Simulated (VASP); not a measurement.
# Cu3N (Pm-3m) in VASP: notebook

Cu3N is run at these levels: r2SCAN; tasks: single point.

Program: VASP 6.6.1. These are calculated values, not measurements. Logs are shortened: lines on timing, memory, paths and dates and some standing lists are left out, and cuts for length are marked.

### Step 1. The cell of the first run

It takes space group Pm-3m (No. 221, cubic). The conventional cell has a = 3.814 Å, b = 3.814 Å, c = 3.814 Å, α = 90.00°, β = 90.00°, γ = 90.00°. Within 2.5 Å of N (site symmetry m-3m) lie 6 Cu at 1.91 Å. Cu (site symmetry 4/mmm) has 2 N at 1.91 Å within 2.5 Å.

### Step 2. Single point, r2SCAN, collinear spin

The input, POSCAR:

```
Cu3N
1.0
    3.8140000000      0.0000000000      0.0000000000
    0.0000000000      3.8140000000      0.0000000000
    0.0000000000      0.0000000000      3.8140000000
N Cu
1 3
Direct
    0.0000000000      0.0000000000      0.0000000000
    0.5000000000      0.0000000000      0.0000000000
    0.0000000000      0.5000000000      0.0000000000
    0.0000000000      0.0000000000      0.5000000000
```

The input, INCAR.step1:

```
SYSTEM = Cu3N
PREC = Accurate
ENCUT = 660
ISMEAR = -1
SIGMA = 0.1
LREAL = .False.
LASPH = .True.
NELM = 200
ISPIN = 2
MAGMOM = 0 1 1 1
LMAXMIX = 4
NBANDS = 31
GGA = PE
ALGO = Normal
EDIFF = 1E-5
LWAVE = .True.
LCHARG = .False.
GGA_COMPAT = .False.
```

The input, INCAR.step2:

```
SYSTEM = Cu3N
PREC = Accurate
ENCUT = 660
EDIFF = 1E-6
ISMEAR = -1
SIGMA = 0.1
LREAL = .False.
LASPH = .True.
NELM = 200
ALGO = Normal
ISIF = 2
LWAVE = .False.
LCHARG = .False.
ISPIN = 2
MAGMOM = 0 1 1 1
LORBIT = 11
LMAXMIX = 4
METAGGA = R2SCAN
LMIXTAU = .True.
NBANDS = 31
ISTART = 1
GGA_COMPAT = .False.
```

The input, KPOINTS:

```
regular mesh
0
Gamma
  5 5 5
  0 0 0
```

Potentials or basis: VASP PAW PBE potentials, release 64 (N, Cu).

The run is started by

```console
cat potpaw_PBE.64/N/POTCAR potpaw_PBE.64/Cu/POTCAR > POTCAR
cp INCAR.step1 INCAR
mpirun -np 1 vasp_std > vasp.out
cp INCAR.step2 INCAR
mpirun -np 1 vasp_std > vasp.out
```

OUTCAR:

```text
SYSTEM = Cu3N
   PREC = Accurate
   ENCUT = 660
   EDIFF = 1E-6
   ISMEAR = -1
   LREAL = .False.
   LASPH = .True.
   NELM = 200
   ISIF = 2
   ISPIN = 2
   LORBIT = 11
   METAGGA = R2SCAN
   ISTART = 1

 ion  position               nearest neighbor table
   1  0.000  0.000  0.000-   2 1.91   3 1.91   4 1.91   4 1.91   3 1.91   2 1.91
   2  0.500  0.000  0.000-   1 1.91   1 1.91   4 2.70   4 2.70   3 2.70   3 2.70   3 2.70   4 2.70
                             4 2.70   3 2.70
   3  0.000  0.500  0.000-   1 1.91   1 1.91   4 2.70   4 2.70   2 2.70   2 2.70   4 2.70   4 2.70
                             2 2.70   2 2.70
   4  0.000  0.000  0.500-   1 1.91   1 1.91   3 2.70   2 2.70   2 2.70   3 2.70   3 2.70   3 2.70
                             2 2.70   2 2.70

  LATTYP: Found a simple cubic cell.
 ALAT       =     3.8140000000

  Lattice vectors:

 A1 = (   3.8140000000,   0.0000000000,   0.0000000000)
 A2 = (   0.0000000000,   3.8140000000,   0.0000000000)
 A3 = (   0.0000000000,   0.0000000000,   3.8140000000)

Analysis of symmetry for initial positions (statically):
=====================================================================
 Subroutine PRICEL returns:
 Original cell was already a primitive cell.

 Routine SETGRP: Setting up the symmetry group for a
 simple cubic supercell.

 Subroutine GETGRP returns: Found 48 space group operations
 (whereof 48 operations were pure point group operations)
 out of a pool of 48 trial point group operations.

The static configuration has the point symmetry O_h .

Analysis of symmetry for dynamics (positions and initial velocities):
=====================================================================
 Subroutine PRICEL returns:
 Original cell was already a primitive cell.

 Routine SETGRP: Setting up the symmetry group for a
 simple cubic supercell.

 Subroutine GETGRP returns: Found 48 space group operations
 (whereof 48 operations were pure point group operations)
 out of a pool of 48 trial point group operations.

The dynamic configuration has the point symmetry O_h .

Analysis of structural, dynamic, and magnetic symmetry:
=====================================================================
 Subroutine PRICEL returns:
 Original cell was already a primitive cell.

 Routine SETGRP: Setting up the symmetry group for a
 simple cubic supercell.

 Subroutine GETGRP returns: Found 48 space group operations
 (whereof 48 operations were pure point group operations)
 out of a pool of 48 trial point group operations.

The overall configuration has the point symmetry O_h .

 Subroutine INISYM returns: Found 48 space group operations
 (whereof 48 operations are pure point group operations),
 and found     1 'primitive' translations

----------------------------------------------------------------------------------------

                                     Primitive cell

  volume of cell :      55.4807

  direct lattice vectors                    reciprocal lattice vectors
     3.814000000  0.000000000  0.000000000     0.262191924  0.000000000  0.000000000
     0.000000000  3.814000000  0.000000000     0.000000000  0.262191924  0.000000000
     0.000000000  0.000000000  3.814000000     0.000000000  0.000000000  0.262191924

  length of vectors
     3.814000000  3.814000000  3.814000000     0.262191924  0.262191924  0.262191924

  position of ions in fractional coordinates (direct lattice)
     0.000000000  0.000000000  0.000000000
     0.500000000  0.000000000  0.000000000
     0.000000000  0.500000000  0.000000000
     0.000000000  0.000000000  0.500000000

  ion indices of the primitive-cell ions
   primitive index   ion index
                 1           1
                 2           2
                 3           3
                 4           4

----------------------------------------------------------------------------------------

 KPOINTS: regular mesh

Automatic generation of k-mesh.
 Grid dimensions read from file:
 generate k-points for:    5    5    5

 Generating k-lattice:

  Cartesian coordinates                     Fractional coordinates (reciprocal lattice)
     0.052438385  0.000000000  0.000000000     0.200000000  0.000000000  0.000000000
     0.000000000  0.052438385  0.000000000     0.000000000  0.200000000  0.000000000
     0.000000000  0.000000000  0.052438385     0.000000000  0.000000000  0.200000000

  Length of vectors
     0.052438385  0.052438385  0.052438385

  Shift w.r.t. Gamma in fractional coordinates (k-lattice)
     0.000000000  0.000000000  0.000000000

 Subroutine IBZKPT returns following result:
 ===========================================

 Found     10 irreducible k-points:

 Following reciprocal coordinates:
            Coordinates               Weight
  0.000000  0.000000  0.000000      1.000000
  0.200000  0.000000  0.000000      6.000000
  0.400000  0.000000  0.000000      6.000000
  0.200000  0.200000  0.000000     12.000000
  0.400000  0.200000  0.000000     24.000000
  0.400000  0.400000  0.000000     12.000000
  0.200000  0.200000  0.200000      8.000000
  0.400000  0.200000  0.200000     24.000000
  0.400000  0.400000  0.200000     24.000000
  0.400000  0.400000  0.400000      8.000000
   k-points           NKPTS =     10   k-points in BZ     NKDIM =     10   number of bands    NBANDS=     31
   number of dos      NEDOS =    301   number of ions     NIONS =      4
   total plane-waves  NPLWV =  32768
   dimension x,y,z NGX =    32 NGY =   32 NGZ =   32
   dimension x,y,z NGXF=    64 NGYF=   64 NGZF=   64
   ions per type =               1   3
   NGX,Y,Z   is equivalent  to a cutoff of  13.95, 13.95, 13.95 a.u.
   NGXF,Y,Z  is equivalent  to a cutoff of  27.90, 27.90, 27.90 a.u.
 SYSTEM =  Cu3N
   PREC   = accura    normal or accurate (medium, high low for compatibility)
   ISTART =      1    job   : 0-new  1-cont  2-samecut
   ICHARG =      0    charge: 1-file 2-atom 10-const
   ISPIN  =      2    spin polarized calculation?
   LNONCOLLINEAR =      F non collinear calculations
   LSORBIT =      F    spin-orbit coupling
   LASPH  =      T    aspherical Exc in radial PAW
   ENCUT  =  660.0 eV  48.51 Ry    6.96 a.u.   7.99  7.99  7.99*2*pi/ulx,y,z
   NELM   =    200;   NELMIN=  2; NELMDL=  0     # of ELM steps
   EDIFF  = 0.1E-05   stopping-criterion for ELM
   LREAL  =      F    real-space projection
   EDIFFG = 0.1E-04   stopping-criterion for IOM
   NSW    =      0    number of steps for IOM
   IBRION =     -1    ionic relax: 0-MD 1-quasi-New 2-CG
   NFREE  =      0    steps in history (QN), initial steepest desc. (CG)
   ISIF   =      2    stress and relaxation
   ISYM   =      2    0-nonsym 1-usesym 2-fastsym
   POTIM  = 0.5000    time-step for ionic-motion
   TEBEG  =    0.0;   TEEND  =   0.0 temperature during run
   PSTRESS=    0.0 pullay stress
   NELECT =      38.0000    total number of electrons
   NUPDOWN=      -1.0000    fix difference up-down
   EMIN   =  10.00;   EMAX   =-10.00  energy-range for DOS
   EFERMI =   0.00;   METHOD = LEGACY
   ISMEAR =    -1;   SIGMA  =   0.10  broadening in eV -4-tet -1-fermi 0-gaus
   EFERMI_NEDOS =   21; number of points for ismear=-14 and -15
   IALGO  =     38    algorithm
   IMIX   =      4    mixing-type and parameters
     AMIX     =   0.40;   BMIX     =  1.00
     AMIX_MAG =   1.60;   BMIX_MAG =  1.00
  volume/ion in A,a.u.               =      13.87        93.60
  Fermi-wavevector in a.u.,A,eV,Ry     =   1.443074  2.727015 28.333633  2.082463
  Thomas-Fermi vector in A             =   2.561523
   LORBIT       =     11    0 simple, 1 ext, 2 COOP (PROOUT), +10 PAW based schemes
   METAGGA = R2SCAN    functional components
   LHFCALC =     F    Hartree Fock is set to
   AEXX    =    0.0000 exact exchange contribution
   IVDW    =     0    specifies the selected vdW correction
   LEPSILON=     F    determine dielectric tensor
   LRPA    =     F    only Hartree local field effects (RPA)
 spin polarized calculation
  energy-cutoff  :      660.00
  volume of cell :       55.48
 maximum number of plane-waves:      2158
 NGX is ok and might be reduce to    32
   NGX = 15   NGY = 15   NGZ = 15

 number of electron      37.9999972 magnetization      -0.0000000

 number of electron      37.9999972 magnetization       0.0000000

 Free energy of the ion-electron system (eV)
  ---------------------------------------------------
  ext. energy  EPLUGINS =         0.00000000
  ---------------------------------------------------
  free energy    TOTEN  =       -40.72865082 eV

  energy without entropy =      -40.72844953  energy(sigma->0) =      -40.72855017

 E-fermi :   5.2230     XC(G=0): -11.4358

 val. band max:        4.4084169634   @ k =   0.4000   0.4000   0.4000
 cond. band min:       5.9069214741   @ k =   0.0000   0.0000   0.0000
 fundamental gap:      1.4985045107
 Fermi energy:         5.2230173755

 spin component 1

 k-point     1 :       0.0000    0.0000    0.0000
  band No.  band energies     occupation
      1     -12.9605      1.00000
      2      -0.5202      1.00000
      3      -0.1423      1.00000
      4      -0.1423      1.00000
      5      -0.1423      1.00000
      6       0.8058      1.00000
[... 23 lines left out ...]
     30      20.8202      0.00000
     31      20.8202      0.00000

 k-point     2 :       0.2000    0.0000    0.0000
  band No.  band energies     occupation
      1     -12.8275      1.00000
      2      -1.4246      1.00000
      3      -0.4898      1.00000
      4      -0.4898      1.00000
      5      -0.0786      1.00000
      6       0.8441      1.00000
[... 23 lines left out ...]
     30      21.0679      0.00000
     31      22.4119      0.00000

 k-point     3 :       0.4000    0.0000    0.0000
  band No.  band energies     occupation
      1     -12.5944      1.00000
      2      -2.6810      1.00000
      3      -0.8372      1.00000
      4      -0.8372      1.00000
      5       0.6216      1.00000
      6       0.9110      1.00000
[... 227 lines left out ...]
     30      21.4060      0.00000
     31      21.6758      0.00000

 k-point    10 :       0.4000    0.4000    0.4000
  band No.  band energies     occupation
      1     -11.8363      1.00000
      2      -2.9876      1.00000
      3      -2.9876      1.00000
      4      -2.9628      1.00000
      5       1.1477      1.00000
      6       1.6498      1.00000
[... 23 lines left out ...]
     30      23.8528      0.00000
     31      23.8530      0.00000
 Fermi energy:         5.2230173755

 spin component 2

 k-point     1 :       0.0000    0.0000    0.0000
  band No.  band energies     occupation
      1     -12.9605      1.00000
      2      -0.5202      1.00000
      3      -0.1423      1.00000
      4      -0.1423      1.00000
      5      -0.1423      1.00000
      6       0.8058      1.00000
[... 23 lines left out ...]
     30      20.8202      0.00000
     31      20.8202      0.00000

 k-point     2 :       0.2000    0.0000    0.0000
  band No.  band energies     occupation
      1     -12.8275      1.00000
      2      -1.4246      1.00000
      3      -0.4898      1.00000
      4      -0.4898      1.00000
      5      -0.0786      1.00000
      6       0.8441      1.00000
[... 23 lines left out ...]
     30      21.0679      0.00000
     31      22.4119      0.00000

 k-point     3 :       0.4000    0.0000    0.0000
  band No.  band energies     occupation
      1     -12.5944      1.00000
      2      -2.6810      1.00000
      3      -0.8372      1.00000
      4      -0.8372      1.00000
      5       0.6216      1.00000
      6       0.9110      1.00000
[... 227 lines left out ...]
     30      21.4060      0.00000
     31      21.6758      0.00000

 k-point    10 :       0.4000    0.4000    0.4000
  band No.  band energies     occupation
      1     -11.8363      1.00000
      2      -2.9876      1.00000
      3      -2.9876      1.00000
      4      -2.9628      1.00000
      5       1.1477      1.00000
      6       1.6498      1.00000
[... 23 lines left out ...]
     30      23.8528      0.00000
     31      23.8531      0.00000

------------------------ aborting loop because EDIFF is reached ----------------------------------------

  FORCE on cell =-STRESS in cart. coord.  units (eV):
  Direction    XX          YY          ZZ          XY          YZ          ZX
  --------------------------------------------------------------------------------------
  -------------------------------------------------------------------------------------
  Total       -0.7329234     -0.7329234     -0.7329234     -0.0000000     -0.0000000     -0.0000000
  in kB      -21.1654302    -21.1654302    -21.1654302     -0.0000000     -0.0000000     -0.0000000
  external PRESSURE =     -21.1654302 kB  Pullay stress =       0.0000000 kB

 VOLUME and BASIS-vectors are now :
 -----------------------------------------------------------------------------
  energy-cutoff  :      660.00
  volume of cell :       55.48
      direct lattice vectors                 reciprocal lattice vectors
     3.814000000  0.000000000  0.000000000     0.262191924  0.000000000  0.000000000
     0.000000000  3.814000000  0.000000000     0.000000000  0.262191924  0.000000000
     0.000000000  0.000000000  3.814000000     0.000000000  0.000000000  0.262191924

 POSITION                                       TOTAL-FORCE (eV/Angst)
 -----------------------------------------------------------------------------------
      0.00000      0.00000      0.00000         0.000000      0.000000      0.000000
      1.90700      0.00000      0.00000         0.000000      0.000000      0.000000
      0.00000      1.90700      0.00000         0.000000      0.000000      0.000000
      0.00000      0.00000      1.90700         0.000000      0.000000      0.000000
 -----------------------------------------------------------------------------------
    total drift:                                0.000000      0.000000     -0.000000

  FREE ENERGIE OF THE ION-ELECTRON SYSTEM (eV)
  ---------------------------------------------------
  free  energy   TOTEN  =       -40.7286508187 eV

  energy  without entropy=      -40.7284495278  energy(sigma->0) =      -40.72855017

 total charge

# of ion       s       p       d       tot
------------------------------------------
    1        1.214   2.533   0.000   3.747
    2        0.433   0.394   9.245  10.072
    3        0.433   0.394   9.245  10.072
    4        0.433   0.394   9.245  10.072
--------------------------------------------------
tot          2.512   3.714  27.735  33.961

 magnetization (x)

# of ion       s       p       d       tot
------------------------------------------
    1        0.000  -0.000   0.000   0.000
    2       -0.000   0.000   0.000   0.000
    3       -0.000   0.000   0.000   0.000
    4       -0.000   0.000   0.000   0.000
--------------------------------------------------
tot          0.000  -0.000   0.000   0.000
```

Wall time 3.1 min (1 thread of Oxide Virtual Turin-like, shared host); peak memory 0.2 GiB.

What came out:

```
Free energy                                           : -40.7287 eV
Pressure                                              : -2.1 GPa
Band gap on the k mesh                                : 1.50 eV (least direct gap 1.96 eV)
Net moment                                            : 0.00 μB per cell
Valence electrons inside the program's atomic spheres : N 3.75; Cu 10.07
```

Caveat: the PAW data sets were made with another functional, which shifts forces and pressure a little; an odd mesh through Γ misses points on the zone boundary, where band edges can lie.

(Continued in part 2 of 2.)
